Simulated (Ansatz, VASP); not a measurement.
V: VASP beside Ansatz

```
CELL_PARAMETERS angstrom
-1.49887 1.49887 1.49887
1.49887 -1.49887 1.49887
1.49887 1.49887 -1.49887
ATOMIC_POSITIONS crystal
V 0.00000 0.00000 0.00000
```

Alike in both runs: task single point; functional PBE; k mesh 16 × 16 × 16; occupations fermi-dirac, width 0.15 eV; collinear spin.

```csv
,VASP,Ansatz
version,VASP 6.6.1,Ansatz 0.2.0
potentials or method,"VASP PAW PBE potentials, release 64 (V_sv), cutoff 520 eV","all-electron LAPW, scalar-relativistic"
```

Ansatz gave:

* pressure (GPa): 0.6
* net moment per atom (μB): 0.00

Problem. Estimate VASP's values.

Solution. Pressure (GPa): 0.9; net moment per atom (μB): 0.00.

Ansatz ran all-electron here, and VASP with PAW potentials. Ansatz's warnings: seeded moment not kept.
